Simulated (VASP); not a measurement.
# Zr (P6_3/mmc) in VASP: elastic constants with PBE

Aim: the elastic constants of Zr with PBE.

Everything below comes from runs of VASP 6.6.1. Logs are shortened: lines on timing, memory, paths and dates and some standing lists are left out, and cuts for length are marked.

## 1. The cell of the first run

It takes space group P6_3/mmc (No. 194, hexagonal). The conventional cell has a = 3.228 Å, b = 3.228 Å, c = 5.192 Å, α = 90.00°, β = 90.00°, γ = 120.00°. Within 4.2 Å of Zr (site symmetry -6m2) lie 12 Zr at 3.20 to 3.23 Å.

## 2. Elastic constants, PBE

Input file INCAR:

```
PREC = Accurate
ENCUT = 600
EDIFF = 1E-8
ISMEAR = -1
SIGMA = 0.15
LREAL = False
LASPH = True
NELM = 60
ALGO = Normal
ISIF = 3
LWAVE = False
LCHARG = False
GGA = PE
IBRION = 6
NFREE = 2
POTIM = 0.015
NSW = 1
```

Input file KPOINTS:

```
Automatic mesh
0
Gamma
  15 15 8
```

Input file POSCAR:

```
Zr
1.0
    3.2284566327      0.0000000000      0.0000000000
   -1.6142283163      2.7959254589      0.0000000000
    0.0000000000      0.0000000000      5.1921442358
Zr
2
Direct
    0.3333333333      0.6666666667      0.2500000000
    0.6666666667      0.3333333333      0.7500000000
```

Potentials or basis: VASP PAW PBE potentials, release 64 (Zr_sv).

Command:

```
$ cat potpaw_PBE.64/Zr_sv/POTCAR > POTCAR
$ mpirun -np 1 vasp_std > vasp.out
```

OUTCAR:

```text
PREC = Accurate
   ENCUT = 600
   EDIFF = 1E-8
   ISMEAR = -1
   LREAL = False
   LASPH = True
   NELM = 60
   ISIF = 3
   GGA = PE
   IBRION = 6
   NFREE = 2
   POTIM = 0.015
   NSW = 1

 ion  position               nearest neighbor table
   1  0.333  0.667  0.250-   2 3.20   2 3.20   2 3.20   2 3.20   2 3.20   2 3.20
   2  0.667  0.333  0.750-   1 3.20   1 3.20   1 3.20   1 3.20   1 3.20   1 3.20

  LATTYP: Found a hexagonal cell.
 ALAT       =     3.2284566327
 C/A-ratio  =     1.6082434508

  Lattice vectors:

 A1 = (   3.2284566327,   0.0000000000,   0.0000000000)
 A2 = (  -1.6142283163,   2.7959254589,   0.0000000000)
 A3 = (   0.0000000000,   0.0000000000,   5.1921442358)

Analysis of symmetry for initial positions (statically):
=====================================================================
 Subroutine PRICEL returns:
 Original cell was already a primitive cell.

 Routine SETGRP: Setting up the symmetry group for a
 hexagonal supercell.

 Subroutine GETGRP returns: Found 24 space group operations
 (whereof 12 operations were pure point group operations)
 out of a pool of 24 trial point group operations.

The static configuration has the point symmetry D_3d.
 The point group associated with its full space group is D_6h.

Analysis of symmetry for dynamics (positions and initial velocities):
=====================================================================
 Subroutine PRICEL returns:
 Original cell was already a primitive cell.

 Routine SETGRP: Setting up the symmetry group for a
 hexagonal supercell.

 Subroutine GETGRP returns: Found 24 space group operations
 (whereof 12 operations were pure point group operations)
 out of a pool of 24 trial point group operations.

The dynamic configuration has the point symmetry D_3d.
[... 349 lines left out ...]
  band No.  band energies     occupation
      1     -39.9165      2.00000
      2     -39.7716      2.00000
      3     -18.4130      2.00000
      4     -17.5707      2.00000
      5     -17.5707      2.00000
      6     -17.4455      2.00000
[... 433 lines left out ...]
      3     -18.1954      2.00000
      4     -18.0389      2.00000
      5     -17.9248      2.00000
      6     -17.9071      2.00000
[... 8 lines left out ...]
     15      10.4931      0.00004
     16      13.0723      0.00000

 [... further k-points ...]

------------------------ aborting loop because EDIFF is reached ----------------------------------------

  FORCE on cell =-STRESS in cart. coord.  units (eV):
  Direction    XX          YY          ZZ          XY          YZ          ZX
  --------------------------------------------------------------------------------------
  -------------------------------------------------------------------------------------
  Total        0.0087854      0.0087854      0.0101949      0.0000000      0.0000000      0.0000000
  in kB        0.3003336      0.3003336      0.3485176      0.0000000      0.0000000      0.0000000
  external PRESSURE =       0.3163950 kB  Pullay stress =       0.0000000 kB
[... 17 lines left out ...]
  FREE ENERGIE OF THE ION-ELECTRON SYSTEM (eV)
  ---------------------------------------------------
  free  energy   TOTEN  =       -17.1204059118 eV

  energy  without entropy=      -16.9498062204  energy(sigma->0) =      -17.03510607

 INTERNAL STRAIN TENSORS FROM STRAINED CELLS
 ============================================

 INTERNAL STRAIN TENSOR FOR ION    1 for displacements in x,y,z  (eV/Angst):
          X           Y           Z          XY          YZ          ZX
  --------------------------------------------------------------------------------
  x    -0.00000     0.00000     0.00000    -2.09292     0.00000     0.00000
  y    -2.09507     2.09179     0.00000    -0.00001     0.00024     0.00016
  z    -0.00000     0.00000     0.00000     0.00000     0.00011    -0.00000

 INTERNAL STRAIN TENSORS FROM DISPLACED ATOMS
 ============================================

 INTERNAL STRAIN TENSOR FOR ION    1 for displacements in x,y,z  (eV/Angst):
          X           Y           Z          XY          YZ          ZX
  --------------------------------------------------------------------------------
  x    -0.00000     0.00000     0.00000    -2.09280     0.00000     0.00000
  y    -2.09280     2.09280     0.00000     0.00000     0.00000     0.00000
  z     0.00000     0.00000    -0.00000     0.00000     0.00000    -0.00000

 INTERNAL STRAIN TENSOR FOR ION    2 for displacements in x,y,z  (eV/Angst):
          X           Y           Z          XY          YZ          ZX
  --------------------------------------------------------------------------------
  x     0.00000    -0.00000     0.00000     2.09280     0.00000     0.00000
  y     2.09280    -2.09280    -0.00000    -0.00000     0.00000     0.00000
  z    -0.00000    -0.00000     0.00000    -0.00000     0.00000     0.00000

 Eigenvectors and eigenvalues of the dynamical matrix
 ----------------------------------------------------

   1 f  =    4.662681 THz    29.296487 2PiTHz  155.530289 cm-1    19.283290 meV
             X         Y         Z           dx          dy          dz
     -0.000000  1.863950  1.298036     0.000000   -0.000000    0.707107
      1.614228  0.931975  3.894108     0.000000    0.000000   -0.707107
[... 21 lines left out ...]
   6 f/i=    0.000000 THz     0.000000 2PiTHz    0.000001 cm-1     0.000000 meV
             X         Y         Z           dx          dy          dz
     -0.000000  1.863950  1.298036    -0.069800   -0.606305    0.357103
      1.614228  0.931975  3.894108    -0.069800   -0.606305    0.357103

--------------------------------------------------------------------------------------------------------

 ELASTIC MODULI CONTR FROM IONIC RELAXATION (kBar)
 Direction    XX          YY          ZZ          XY          YZ          ZX
 --------------------------------------------------------------------------------
 XX        -212.9819    212.9819      0.0000     -0.0000      0.0000      0.0000
 YY         212.9819   -212.9819     -0.0000     -0.0000      0.0000      0.0000
 ZZ           0.0000     -0.0000     -0.0000     -0.0000      0.0000     -0.0000
 XY          -0.0000     -0.0000     -0.0000   -212.9819      0.0000      0.0000
 YZ           0.0000      0.0000      0.0000      0.0000      0.0000      0.0000
 ZX           0.0000      0.0000     -0.0000      0.0000      0.0000     -0.0000
 --------------------------------------------------------------------------------

 TOTAL ELASTIC MODULI (kBar)
 Direction    XX          YY          ZZ          XY          YZ          ZX
 --------------------------------------------------------------------------------
 XX        1256.8445    791.0163    664.0923      0.0000     -0.0000     -0.0000
 YY         791.0163   1256.8445    664.0923      0.0000      0.0000     -0.0000
 ZZ         664.0923    664.0923   1595.1387      0.0000     -0.0000     -0.0000
 XY           0.0000      0.0000      0.0000    232.9141     -0.0000     -0.0000
 YZ           0.0000      0.0000     -0.0000     -0.0000    236.0646      0.0000
 ZX           0.0000      0.0000     -0.0000      0.0000      0.0000    236.0646
 --------------------------------------------------------------------------------
```

OSZICAR:

```text
N       E                     dE             d eps       ncg     rms          rms(c)
DAV:   1     0.238957434771E+03    0.23896E+03   -0.14620E+04  4320   0.166E+03
[... 207 lines left out ...]
DAV:   2    -0.171204841850E+02   -0.56674E-02   -0.67765E-02  7000   0.277E+00    0.110E-01
DAV:   3    -0.171204308672E+02    0.53318E-04   -0.12336E-03  9352   0.264E-01    0.480E-02
DAV:   4    -0.171204094002E+02    0.21467E-04   -0.94717E-05  6720   0.758E-02    0.140E-02
DAV:   5    -0.171204062854E+02    0.31147E-05   -0.14893E-05  7448   0.314E-02    0.330E-03
DAV:   6    -0.171204059322E+02    0.35323E-06   -0.12047E-06  8008   0.123E-02    0.942E-04
DAV:   7    -0.171204058995E+02    0.32682E-07   -0.77519E-08  7344   0.284E-03    0.499E-04
DAV:   8    -0.171204059130E+02   -0.13450E-07   -0.18273E-08  4488   0.165E-03    0.439E-05
DAV:   9    -0.171204059118E+02    0.11610E-08   -0.28341E-09  3704   0.447E-04
  17 F= -.17120406E+02 E0= -.17035106E+02  d E =-.170600E+00
```

stdout:

```text
POSCAR found type information on POSCAR Zr
 POSCAR found :  1 types and       2 ions
 scaLAPACK will be used
 LDA part: xc-table for (Slater+PW92), standard interpolation
 POSCAR, INCAR and KPOINTS ok, starting setup
 FFT: planning ... GRIDC
 FFT: planning ... GRID_SOFT
 FFT: planning ... GRID
 WAVECAR not read
 entering main loop
 Found     2 degrees of freedom:
 Adding 6 more for cell shape distortion
 Finite differences POTIM= 0.01500 DOF=   8
 bond charge predicted
 Finite differences progress:
 bond charge predicted
 Finite differences progress:
 bond charge predicted
 Finite differences progress:
 bond charge predicted
 Finite differences progress:
 bond charge predicted
 Finite differences progress:
 bond charge predicted
 Finite differences progress:
 bond charge predicted
 Finite differences progress:
 bond charge predicted
 Finite differences progress:
 bond charge predicted
 Finite differences progress:
 bond charge predicted
 Finite differences progress:
 bond charge predicted
 Finite differences progress:
 bond charge predicted
 Finite differences progress:
 bond charge predicted
 Finite differences progress:
 bond charge predicted
 Finite differences progress:
 bond charge predicted
 Finite differences progress:
 bond charge predicted
 Finite differences progress:
```

Wall time 73 min (1 thread of Oxide Virtual Turin-like, shared host); peak memory 0.79 GiB.

Results:

```
Voigt bulk modulus            : 93 GPa
Highest phonon frequency at Γ : 156 cm⁻¹
```

Phonon frequencies in cm⁻¹ (negative: imaginary):
| q point | frequencies |
| --- | --- |
| (0.000, 0.000, 0.000) | 0 0 0 65 65 156 |

Elastic tensor in Voigt notation (GPa, in the Cartesian axes of the cell as first typed):
```
126  79  66   0   0   0
 79 126  66   0   0   0
 66  66 160   0   0   0
  0   0   0  24   0   0
  0   0   0   0  24   0
  0   0   0   0   0  23
```

Clamped-ion elastic tensor (GPa):
```
147  58  66   0   0   0
 58 147  66   0   0   0
 66  66 160   0   0   0
  0   0   0  24   0   0
  0   0   0   0  24   0
  0   0   0   0   0  45
```
